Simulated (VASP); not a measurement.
# Al: relaxation of cell and atoms with PBE

Crystal: Al.

```
CELL_PARAMETERS angstrom
0.00000 1.82160 1.82160
1.82160 0.00000 1.82160
1.82160 1.82160 0.00000
ATOMIC_POSITIONS crystal
Al 0.00000 0.00000 0.00000
```

```yaml
Program: VASP 6.6.1
Task: relaxation of cell and atoms
Functional: PBE
Potentials_or_basis: VASP PAW PBE potentials, release 64 (Al)
Cutoff: 600 eV
k_mesh: 20 × 20 × 20
Occupations: gaussian, width 0.1 eV
Spin: no spin polarisation
Target_pressure: 60 GPa
Dipole_correction: no
Further_INCAR_settings: ALGO = Normal; EDIFF = 1e-06; IBRION = 2; EDIFFG = -0.008; NSW = 70; ISIF = 3
```

The relaxed volume is 11.58 Å³/atom and the relaxed cell is a = 2.539 Å, b = 2.539 Å, c = 2.539 Å, α = 60.00°, β = 60.00°, γ = 60.00°. The space group after relaxing (to 0.05 Å) is Fm-3m (No. 225). The energy change on relaxing (the enthalpy is what falls) is +172.1 meV/atom, the ionic steps are 4 and the pressure after relaxing is 60.0 GPa.

The path:
```csv
step,energy change (eV),largest force (eV/Å),pressure (GPa),volume (Å³)
1,0.0000,0.0000,48.02,12.09
2,0.6373,0.0000,90.81,10.58
3,0.1669,0.0000,59.62,11.59
4,0.1721,0.0000,59.97,11.58
```

Final structure:
```
CELL_PARAMETERS angstrom
0.00000 1.79548 1.79548
1.79548 0.00000 1.79548
1.79548 1.79548 0.00000
ATOMIC_POSITIONS crystal
Al 0.00000 0.00000 0.00000
```

Levels at points of the mesh, in eV from the Fermi level:
| k point | band 1 | band 2 | band 3 | band 4 | band 5 |
| --- | --- | --- | --- | --- | --- |
| (0.00, 0.00, 0.00) | -13.74 | 14.84 | 14.84 | 14.84 | 19.36 |
| (0.50, 0.00, 0.00) | -6.02 | -4.86 | 13.31 | 13.31 | 15.90 |
| (0.50, 0.50, 0.00) | -3.69 | -1.84 | 5.35 | 7.64 | 7.64 |

Run time: 28 s on 1 thread of Intel Xeon 6975P-C, with other jobs on the host, peak memory 0.15 GiB.

Caveat: the cell is relaxed towards a set pressure, so the enthalpy falls and the energy may rise.
